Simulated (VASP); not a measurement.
# FeS2 (Pnnm) in VASP: a series of runs

FeS2 is run at these levels: PBEsol; tasks: relaxation of the atoms.

Everything below comes from runs of VASP 6.6.1. Logs are shortened: lines on timing, memory, paths and dates and some standing lists are left out, and cuts for length are marked.

### Step 1. The cell of the first run

Symmetry: Pnnm, No. 58, orthorhombic system. Conventional cell: a = 4.367 Å, b = 5.333 Å, c = 3.411 Å, α = 90.00°, β = 90.00°, γ = 90.00°. Within 2.9 Å of Fe (site symmetry 2/m) lie 6 S at 2.19 to 2.23 Å. S (site symmetry m) has 3 Fe at 2.19 to 2.23 Å and 2 S at 2.26 to 2.88 Å within 2.9 Å.

### Step 2. Relaxation of the atoms, PBEsol (strain along c alone, the other axes held: +2.0 %)

The input, INCAR:

```
  PREC = Accurate
  ENCUT = 520
  EDIFF = 1E-7
  ISMEAR = 0
  SIGMA = 0.02
  LREAL = F
  LASPH = T
  NELM = 120
  ALGO = Normal
  ISIF = 2
  LWAVE = F
  LCHARG = F
  GGA = PS
  IBRION = 2
  NSW = 60
  EDIFFG = -0.008
  GGA_COMPAT = F
  NELMIN = 4
  KPAR = 4
```

The input, KPOINTS:

```
Automatic mesh
0
Gamma
  6 6 8
```

The input, POSCAR:

```
FeS2
1.0
    4.3674117449      0.0000000000      0.0000000000
    0.0000000000      5.3331402397      0.0000000000
    0.0000000000      0.0000000000      3.4113086584
Fe S
2 4
Direct
    0.5000000000      0.5000000000      0.5000000000
    0.0000000000      0.0000000000      0.0000000000
    0.2919052605      0.8745041085      0.5000000000
    0.7080947395      0.1254958915      0.5000000000
    0.2080947395      0.3745041085      0.0000000000
    0.7919052605      0.6254958915      0.0000000000
```

Potentials or basis: VASP PAW PBE potentials, release 64 (Fe, S).

The run is started by

```console
$ cat potpaw_PBE.64/Fe/POTCAR potpaw_PBE.64/S/POTCAR > POTCAR
$ mpirun -np 4 vasp_std > vasp.out
```

OUTCAR:

```text
PREC = Accurate
   ENCUT = 520
   EDIFF = 1E-7
   ISMEAR = 0
   LREAL = F
   LASPH = T
   NELM = 120
   ISIF = 2
   GGA = PS
   IBRION = 2
   NSW = 60
   EDIFFG = -0.008
   NELMIN = 4

 ion  position               nearest neighbor table
   1  0.500  0.500  0.500-   3 2.19   4 2.19   5 2.23   6 2.23   5 2.23   6 2.23
   2  0.000  0.000  0.000-   5 2.19   6 2.19   3 2.23   4 2.23   3 2.23   4 2.23
   3  0.292  0.875  0.500-   1 2.19   2 2.23   2 2.23   4 2.26
   4  0.708  0.125  0.500-   1 2.19   2 2.23   2 2.23   3 2.26
   5  0.208  0.375  0.000-   2 2.19   1 2.23   1 2.23   6 2.26
   6  0.792  0.625  0.000-   2 2.19   1 2.23   1 2.23   5 2.26

  LATTYP: Found a simple orthorhombic cell.
 ALAT       =     3.4113086584
 B/A-ratio  =     1.2802745756
 C/A-ratio  =     1.5633707687

  Lattice vectors:

 A1 = (   0.0000000000,   0.0000000000,   3.4113086584)
 A2 = (   4.3674117449,   0.0000000000,   0.0000000000)
 A3 = (   0.0000000000,   5.3331402397,   0.0000000000)

Analysis of symmetry for initial positions (statically):
=====================================================================
 Subroutine PRICEL returns:
 Original cell was already a primitive cell.

 Routine SETGRP: Setting up the symmetry group for a
 simple orthorhombic supercell.

 Subroutine GETGRP returns: Found  8 space group operations
 (whereof  4 operations were pure point group operations)
 out of a pool of  8 trial point group operations.

The static configuration has the point symmetry C_2h.
 The point group associated with its full space group is D_2h.

Analysis of symmetry for dynamics (positions and initial velocities):
=====================================================================
 Subroutine PRICEL returns:
 Original cell was already a primitive cell.

 Routine SETGRP: Setting up the symmetry group for a
 simple orthorhombic supercell.

 Subroutine GETGRP returns: Found  8 space group operations
 (whereof  4 operations were pure point group operations)
 out of a pool of  8 trial point group operations.

The dynamic configuration has the point symmetry C_2h.
 The point group associated with its full space group is D_2h.

 Subroutine INISYM returns: Found  8 space group operations
 (whereof  4 operations are pure point group operations),
 and found     1 'primitive' translations

----------------------------------------------------------------------------------------

                                     Primitive cell

  volume of cell :      79.4563

  direct lattice vectors                    reciprocal lattice vectors
     4.367411745  0.000000000  0.000000000     0.228968565  0.000000000  0.000000000
     0.000000000  5.333140240  0.000000000     0.000000000  0.187506789  0.000000000
     0.000000000  0.000000000  3.411308658     0.000000000  0.000000000  0.293142632

  length of vectors
     4.367411745  5.333140240  3.411308658     0.228968565  0.187506789  0.293142632

  position of ions in fractional coordinates (direct lattice)
     0.500000000  0.500000000  0.500000000
     0.000000000  0.000000000  0.000000000
     0.291905261  0.874504108  0.500000000
     0.708094739  0.125495892  0.500000000
     0.208094739  0.374504108  0.000000000
     0.791905261  0.625495892  0.000000000

  ion indices of the primitive-cell ions
   primitive index   ion index
                 1           1
                 2           2
                 3           3
                 4           4
                 5           5
                 6           6

----------------------------------------------------------------------------------------

 KPOINTS: Automatic mesh

Automatic generation of k-mesh.
 Grid dimensions read from file:
 generate k-points for:    6    6    8

 Generating k-lattice:

  Cartesian coordinates                     Fractional coordinates (reciprocal lattice)
     0.038161428  0.000000000  0.000000000     0.166666667  0.000000000  0.000000000
     0.000000000  0.031251131  0.000000000     0.000000000  0.166666667  0.000000000
     0.000000000  0.000000000  0.036642829     0.000000000  0.000000000  0.125000000

  Length of vectors
     0.038161428  0.031251131  0.036642829

  Shift w.r.t. Gamma in fractional coordinates (k-lattice)
     0.000000000  0.000000000  0.000000000

 Subroutine IBZKPT returns following result:
 ===========================================

 Found     80 irreducible k-points:

 Following reciprocal coordinates:
            Coordinates               Weight
  0.000000  0.000000  0.000000      1.000000
  0.166667  0.000000  0.000000      2.000000
  0.333333  0.000000  0.000000      2.000000
  0.500000  0.000000  0.000000      1.000000
  0.000000  0.166667  0.000000      2.000000
  0.166667  0.166667  0.000000      4.000000
[... 16 lines left out ...]
  0.333333  0.166667  0.125000      8.000000
  0.500000  0.166667  0.125000      4.000000
 [... further k-points ...]
   k-points           NKPTS =     80   k-points in BZ     NKDIM =     80   number of bands    NBANDS=     24
   number of dos      NEDOS =    301   number of ions     NIONS =      6
   total plane-waves  NPLWV =  35840
   dimension x,y,z NGX =    32 NGY =   40 NGZ =   28
   dimension x,y,z NGXF=    64 NGYF=   80 NGZF=   56
   ions per type =               2   4
   NGX,Y,Z   is equivalent  to a cutoff of  12.18, 12.47, 13.65 a.u.
   NGXF,Y,Z  is equivalent  to a cutoff of  24.36, 24.94, 27.29 a.u.
 SYSTEM =  unknown system
   PREC   = accura    normal or accurate (medium, high low for compatibility)
   ISTART =      0    job   : 0-new  1-cont  2-samecut
   ICHARG =      2    charge: 1-file 2-atom 10-const
   ISPIN  =      1    spin polarized calculation?
   LNONCOLLINEAR =      F non collinear calculations
   LSORBIT =      F    spin-orbit coupling
   LASPH  =      T    aspherical Exc in radial PAW
   ENCUT  =  520.0 eV  38.22 Ry    6.18 a.u.   8.12  9.92  6.34*2*pi/ulx,y,z
   NELM   =    120;   NELMIN=  4; NELMDL= -5     # of ELM steps
   EDIFF  = 0.1E-06   stopping-criterion for ELM
   LREAL  =      F    real-space projection
   EDIFFG = -.8E-02   stopping-criterion for IOM
   NSW    =     60    number of steps for IOM
   IBRION =      2    ionic relax: 0-MD 1-quasi-New 2-CG
   NFREE  =      1    steps in history (QN), initial steepest desc. (CG)
   ISIF   =      2    stress and relaxation
[... 9 lines left out ...]
   EFERMI_NEDOS =   21; number of points for ismear=-14 and -15
   IALGO  =     38    algorithm
   IMIX   =      4    mixing-type and parameters
     AMIX     =   0.40;   BMIX     =  1.00
     AMIX_MAG =   1.60;   BMIX_MAG =  1.00
  volume/ion in A,a.u.               =      13.24        89.37
  Fermi-wavevector in a.u.,A,eV,Ry     =   1.302323  2.461034 23.076103  1.696046
  Thomas-Fermi vector in A             =   2.433399
   LORBIT       =      0    0 simple, 1 ext, 2 COOP (PROOUT), +10 PAW based schemes
   GGA     = PS    functional components
   LHFCALC =     F    Hartree Fock is set to
   AEXX    =    0.0000 exact exchange contribution
   IVDW    =     0    specifies the selected vdW correction
   LEPSILON=     F    determine dielectric tensor
   LRPA    =     F    only Hartree local field effects (RPA)
 conjugate gradient relaxation of ions
 non-spin polarized calculation
 Gauss-broadening in eV      SIGMA  =   0.02
  energy-cutoff  :      520.00
  volume of cell :       79.46
 maximum number of plane-waves:      2158
   NGX = 17   NGY = 19   NGZ = 13

--------------------------------------- Ionic step        1  -------------------------------------------

 number of electron      40.0000000 magnetization

 Free energy of the ion-electron system (eV)
  ---------------------------------------------------
  ext. energy  EPLUGINS =         0.00000000
  ---------------------------------------------------
  free energy    TOTEN  =       -39.53656066 eV

  energy without entropy =      -39.53656066  energy(sigma->0) =      -39.53656066

------------------------ aborting loop because EDIFF is reached ----------------------------------------

  FORCE on cell =-STRESS in cart. coord.  units (eV):
  Direction    XX          YY          ZZ          XY          YZ          ZX
  --------------------------------------------------------------------------------------
  -------------------------------------------------------------------------------------
  Total       -0.9794440     -0.1942624     -3.0436556     -0.0000000      0.0000000      0.0000000
  in kB      -19.7497703     -3.9171592    -61.3730826     -0.0000000      0.0000000      0.0000000
  external PRESSURE =     -28.3466707 kB  Pullay stress =       0.0000000 kB

 VOLUME and BASIS-vectors are now :
 -----------------------------------------------------------------------------
  energy-cutoff  :      520.00
  volume of cell :       79.46
      direct lattice vectors                 reciprocal lattice vectors
     4.367411745  0.000000000  0.000000000     0.228968565  0.000000000  0.000000000
     0.000000000  5.333140240  0.000000000     0.000000000  0.187506789  0.000000000
     0.000000000  0.000000000  3.411308658     0.000000000  0.000000000  0.293142632
[... 41 lines left out ...]
 POSITION                                       TOTAL-FORCE (eV/Angst)
 -----------------------------------------------------------------------------------
      2.18371      2.66657      1.70565         0.000000      0.000000      0.000000
      0.00000      0.00000      0.00000         0.000000      0.000000      0.000000
      1.27411      4.66583      1.70565         0.001901      0.008180     -0.000000
      3.09330      0.66731      1.70565        -0.001901     -0.008180      0.000000
      0.90959      1.99926      3.41131        -0.001901      0.008180      0.000000
      3.45782      3.33388      0.00000         0.001901     -0.008180     -0.000000
 -----------------------------------------------------------------------------------
    total drift:                               -0.000000      0.000000     -0.000000

  FREE ENERGIE OF THE ION-ELECTRON SYSTEM (eV)
  ---------------------------------------------------
  free  energy   TOTEN  =       -39.5367755396 eV

  energy  without entropy=      -39.5367755396  energy(sigma->0) =      -39.53677554

--------------------------------------- Ionic step        3  -------------------------------------------

 number of electron      40.0000001 magnetization

 Free energy of the ion-electron system (eV)
  ---------------------------------------------------
  ext. energy  EPLUGINS =         0.00000000
  ---------------------------------------------------
  free energy    TOTEN  =       -39.53678139 eV

  energy without entropy =      -39.53678139  energy(sigma->0) =      -39.53678139

 E-fermi :   8.0074     XC(G=0): -12.0029

 val. band max:        7.9059133801   @ k =   0.1667   0.0000   0.2500
 cond. band min:       8.8277767306   @ k =   0.0000   0.5000   0.5000
 fundamental gap:      0.9218633506
 Fermi energy:         8.0074201662

 k-point     1 :       0.0000    0.0000    0.0000
  band No.  band energies     occupation
      1      -8.9436      2.00000
      2      -6.4089      2.00000
      3      -4.5708      2.00000
      4      -3.7519      2.00000
      5       0.1457      2.00000
      6       1.7223      2.00000
[... 16 lines left out ...]
     23      10.7644      0.00000
     24      11.1138      0.00000
[... 598 lines left out ...]
      2      -7.2651      2.00000
      3      -5.1094      2.00000
      4      -5.1094      2.00000
      5       0.5138      2.00000
      6       0.5138      2.00000
[... 16 lines left out ...]
     23      10.1987      0.00000
     24      10.1987      0.00000

 [... further k-points ...]

------------------------ aborting loop because EDIFF is reached ----------------------------------------

  FORCE on cell =-STRESS in cart. coord.  units (eV):
  Direction    XX          YY          ZZ          XY          YZ          ZX
  --------------------------------------------------------------------------------------
  -------------------------------------------------------------------------------------
  Total       -0.9863982     -0.2497288     -3.0251794      0.0000000      0.0000000      0.0000000
  in kB      -19.8899963     -5.0355988    -61.0005228      0.0000000      0.0000000      0.0000000
  external PRESSURE =     -28.6420393 kB  Pullay stress =       0.0000000 kB

 VOLUME and BASIS-vectors are now :
 -----------------------------------------------------------------------------
  energy-cutoff  :      520.00
  volume of cell :       79.46
      direct lattice vectors                 reciprocal lattice vectors
     4.367411745  0.000000000  0.000000000     0.228968565  0.000000000  0.000000000
     0.000000000  5.333140240  0.000000000     0.000000000  0.187506789  0.000000000
     0.000000000  0.000000000  3.411308658     0.000000000  0.000000000  0.293142632

 POSITION                                       TOTAL-FORCE (eV/Angst)
 -----------------------------------------------------------------------------------
      2.18371      2.66657      1.70565         0.000000      0.000000      0.000000
      0.00000      0.00000      0.00000         0.000000      0.000000      0.000000
      1.27397      4.66620      1.70565         0.005000      0.002256      0.000000
      3.09344      0.66694      1.70565        -0.005000     -0.002256      0.000000
      0.90973      1.99963      0.00000        -0.005000      0.002256      0.000000
      3.45768      3.33351      0.00000         0.005000     -0.002256      0.000000
 -----------------------------------------------------------------------------------
    total drift:                               -0.000000      0.000000     -0.000000

  FREE ENERGIE OF THE ION-ELECTRON SYSTEM (eV)
  ---------------------------------------------------
  free  energy   TOTEN  =       -39.5367813924 eV

  energy  without entropy=      -39.5367813924  energy(sigma->0) =      -39.53678139

 reached required accuracy - stopping structural energy minimisation
```

Run time: 2.4 min. Hardware: 4 MPI ranks of Intel Xeon Platinum 8488C (Sapphire Rapids), shared host; peak memory 0.27 GiB.

Results:

```yaml
Free_energy: -39.5368 eV
Energy_gained_by_relaxing: 0.0 meV/atom
Ionic_steps: 3
Pressure_after_relaxing: -2.9 GPa
Largest_force_after_relaxing: 0.005 eV/Å
Band_gap_on_the_k_mesh: 0.92 eV, indirect (least direct gap 1.25 eV)
```

Forces in eV/Å, atoms in the order of the input:
```
Fe   0.000  0.000  0.000
Fe   0.000  0.000  0.000
S    0.005  0.002  0.000
S   -0.005 -0.002  0.000
S   -0.005  0.002  0.000
S    0.005 -0.002  0.000
```

Step by step:
```csv
step,energy change (eV),largest force (eV/Å),pressure (GPa)
1,0.0000,0.0438,-2.83
2,-0.0002,0.0084,-2.84
3,-0.0002,0.0055,-2.86
```

Final structure:
```cif
data_structure
_symmetry_space_group_name_H-M 'P 1'
_symmetry_Int_Tables_number 1
_cell_length_a 4.3674
_cell_length_b 5.3331
_cell_length_c 3.4113
_cell_angle_alpha 90.000
_cell_angle_beta 90.000
_cell_angle_gamma 90.000
_cell_volume 79.46
loop_
_atom_site_label
_atom_site_type_symbol
_atom_site_fract_x
_atom_site_fract_y
_atom_site_fract_z
_atom_site_occupancy
Fe1 Fe 0.50000 0.50000 0.50000 1
Fe2 Fe 0.00000 0.00000 0.00000 1
S1 S 0.29170 0.87494 0.50000 1
S2 S 0.70830 0.12506 0.50000 1
S3 S 0.20830 0.37494 0.00000 1
S4 S 0.79170 0.62506 0.00000 1
```

Levels at points of the mesh, in eV from the valence-band top:
| k point | band 18 | band 19 | band 20 | band 21 | band 22 | band 23 |
| --- | --- | --- | --- | --- | --- | --- |
| (0.00, 0.00, 0.00) | -0.78 | -0.73 | -0.42 | 1.09 | 1.51 | 2.86 |
| (0.50, 0.00, 0.00) | -0.58 | -0.14 | -0.14 | 1.89 | 1.89 | 1.93 |
| (0.00, 0.50, 0.00) | -0.74 | -0.33 | -0.33 | 1.14 | 1.14 | 2.65 |
| (0.50, 0.50, 0.00) | -1.09 | -0.96 | -0.96 | 1.53 | 1.53 | 2.11 |
| (0.00, 0.00, 0.50) | -0.85 | -0.48 | -0.48 | 1.52 | 1.52 | 1.86 |
| (0.50, 0.00, 0.50) | -0.71 | -0.37 | -0.37 | 1.56 | 1.56 | 2.01 |
| (0.00, 0.50, 0.50) | -1.46 | -0.43 | -0.43 | 0.92 | 0.92 | 2.37 |
| (0.50, 0.50, 0.50) | -0.57 | -0.40 | -0.40 | 1.71 | 1.71 | 2.24 |

Caveat: the cell differs from its parent crystal (strain along c alone, the other axes held: +2.0 %); the PAW data sets were made with another functional, which shifts forces and pressure a little. A k mesh can miss the band edges.

### Step 3. Relaxation of the atoms, PBEsol (strain along c alone, the other axes held: +3.0 %)

The input, INCAR:

```
SYSTEM = FeS2
ALGO = Normal
EDIFF = 1E-7
EDIFFG = -0.008
ENCUT = 520
GGA = PS
GGA_COMPAT = .FALSE.
IBRION = 2
ISIF = 2
ISMEAR = 0
KPAR = 4
LASPH = .TRUE.
LCHARG = .FALSE.
LREAL = .FALSE.
LWAVE = .FALSE.
NELM = 120
NELMIN = 4
NSW = 60
PREC = Accurate
SIGMA = 0.02
```

The input, KPOINTS:

```
k-points
0
G
  6 6 8
  0 0 0
```

The input, POSCAR:

```
FeS2
1.0
    4.3674117449      0.0000000000      0.0000000000
    0.0000000000      5.3331402397      0.0000000000
    0.0000000000      0.0000000000      3.4447528609
Fe S
2 4
Direct
    0.5000000000      0.5000000000      0.5000000000
    0.0000000000      0.0000000000      0.0000000000
    0.2910003859      0.8745412054      0.5000000000
    0.7089996141      0.1254587946      0.5000000000
    0.2089996141      0.3745412054      0.0000000000
    0.7910003859      0.6254587946      0.0000000000
```

Potentials or basis: VASP PAW PBE potentials, release 64 (Fe, S).

The run is started by

```console
$ cat potpaw_PBE.64/Fe/POTCAR potpaw_PBE.64/S/POTCAR > POTCAR
$ mpirun -np 4 vasp_std > vasp.out
```

It took 63 s on 4 MPI ranks of Intel Xeon 6975P-C (Granite Rapids), shared host; peak memory 0.26 GiB.

It converged, with:

| Item | Value |
| --- | --- |
| Free energy | -39.5001 eV |
| Energy gained by relaxing | 0.0 meV/atom |
| Ionic steps | 3 |
| Pressure after relaxing | -4.3 GPa |
| Largest force after relaxing | 0.007 eV/Å |
| Band gap on the k mesh | 0.91 eV, indirect (least direct gap 1.24 eV) |

Forces on the atoms (eV/Å):
```
Fe   0.000  0.000  0.000
Fe   0.000  0.000  0.000
S    0.006  0.002  0.000
S   -0.006 -0.002  0.000
S   -0.006  0.002  0.000
S    0.006 -0.002  0.000
```

Stress tensor (GPa, compression positive):
```
-2.98  0.00  0.00
 0.00 -0.94  0.00
 0.00  0.00 -9.07
```

The path:
| step | energy change (eV) | largest force (eV/Å) | pressure (GPa) |
| --- | --- | --- | --- |
| 1 | 0.0000 | 0.0408 | -4.33 |
| 2 | -0.0002 | 0.0099 | -4.33 |
| 3 | -0.0002 | 0.0067 | -4.33 |

Final structure:
```cif
data_structure
_symmetry_space_group_name_H-M 'P 1'
_symmetry_Int_Tables_number 1
_cell_length_a 4.3674
_cell_length_b 5.3331
_cell_length_c 3.4448
_cell_angle_alpha 90.000
_cell_angle_beta 90.000
_cell_angle_gamma 90.000
_cell_volume 80.24
loop_
_atom_site_label
_atom_site_type_symbol
_atom_site_fract_x
_atom_site_fract_y
_atom_site_fract_z
_atom_site_occupancy
Fe1 Fe 0.50000 0.50000 0.50000 1
Fe2 Fe 0.00000 0.00000 0.00000 1
S1 S 0.29086 0.87499 0.50000 1
S2 S 0.70914 0.12501 0.50000 1
S3 S 0.20914 0.37499 0.00000 1
S4 S 0.79086 0.62501 0.00000 1
```

Levels at points of the mesh, in eV from the valence-band top:
```tsv
k point	band 16	band 17	band 18	band 19	band 20	band 21	band 22	band 23	band 24
(0.00, 0.00, 0.00)	-1.18	-0.88	-0.76	-0.68	-0.38	1.07	1.50	2.85	3.18
(0.50, 0.00, 0.00)	-0.98	-0.52	-0.52	-0.15	-0.15	1.86	1.86	1.92	1.92
(0.00, 0.50, 0.00)	-1.05	-0.68	-0.68	-0.32	-0.32	1.13	1.13	2.67	2.67
(0.50, 0.50, 0.00)	-1.05	-1.02	-1.02	-0.94	-0.94	1.53	1.53	2.10	2.10
(0.00, 0.00, 0.50)	-1.30	-0.79	-0.79	-0.49	-0.49	1.48	1.48	1.89	1.89
(0.50, 0.00, 0.50)	-1.02	-0.66	-0.66	-0.36	-0.36	1.54	1.54	2.01	2.01
(0.00, 0.50, 0.50)	-1.85	-1.40	-1.40	-0.42	-0.42	0.91	0.91	2.38	2.38
(0.50, 0.50, 0.50)	-1.37	-0.53	-0.53	-0.40	-0.40	1.73	1.73	2.25	2.25
```

Caveat: the cell differs from its parent crystal (strain along c alone, the other axes held: +3.0 %); the PAW data sets were made with another functional, which shifts forces and pressure a little. Spin polarisation is off, so any magnetic state and its effect on volume and gap are missing.
